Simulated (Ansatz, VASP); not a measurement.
# One calculation of LiH, two programs

Contents of POSCAR:

```
LiH
1.0
    2.5016587112      0.0000000000      0.0000000000
    0.0000000000      2.5016587112      0.0000000000
    0.0000000000      0.0000000000      2.4301112721
Li H
1 1
Direct
    0.0000000000      0.0000000000      0.0000000000
    0.5000000000      0.5000000000      0.5000000000
```

The input INCAR.step1:

```
  PREC = Accurate
  ENCUT = 520
  ISMEAR = 0
  SIGMA = 0.01
  LREAL = F
  LASPH = T
  NELM = 60
  NBANDS = 9
  GGA = PE
  ALGO = Normal
  EDIFF = 1E-4
  LWAVE = T
  LCHARG = F
```

The input INCAR.step2:

```
  PREC = Accurate
  ENCUT = 520
  EDIFF = 1E-6
  ISMEAR = 0
  SIGMA = 0.01
  LREAL = F
  LASPH = T
  NELM = 60
  ALGO = Normal
  ISIF = 2
  LWAVE = F
  LCHARG = F
  METAGGA = R2SCAN
  LMIXTAU = T
  NBANDS = 9
  ISTART = 1
```

KPOINTS

```
regular mesh
0
Gamma
  10 10 10
```

Input for Ansatz:

```yaml
crystal:
  lattice:
    - [2.5016587112, 0.0, 0.0]
    - [0.0, 2.5016587112, 0.0]
    - [0.0, 0.0, 2.4301112721]
  atoms:
    - { symbol: Li, position: [0.0, 0.0, 0.0] }
    - { symbol: H, position: [0.5, 0.5, 0.5] }
kpoints:
  mp_grid: { grid: [10, 10, 10] }
  band_path:
    path: [[0.0, 0.0, 0.0], [0.0, 0.5, 0.0], [0.5, 0.5, 0.0], [0.5, 0.5, 0.5]]
    npoints: 1
hamiltonian:
  xc: r2scan
scf:
  occupations: { method: fixed }
  n_extra_bands: 4
output:
  forces: true
  stress: true
  eigenvalues: true
```

Change from the starting cell: uniaxial_z strain -2.9%.

Alike in both runs: task single point; functional r2SCAN; k mesh 10 × 10 × 10; no spin polarisation.

|  | VASP | Ansatz |
| --- | --- | --- |
| version | VASP 6.6.1 | Ansatz 0.2.0 |
| potentials or method | VASP PAW PBE potentials, release 64 (Li_sv, H) | plane waves, PAW |
| plane-wave cutoff (eV) | 520 | 500 |
| occupations | gaussian, width 0.01 eV | fixed |
| valence electrons in the cell | 4 | 4 |

Ansatz gave:

```
gap on the k mesh at the Fermi level (eV) : 0.99
```

Task: What did VASP give for the same quantities?

Result: gap on the k mesh at the Fermi level (eV): 1.19.

VASP's potentials were made for PBE, not for r2SCAN.

Noted on VASP's run: the cutoff is under 1.25 times that of the potentials, so the pressure is a little rough.
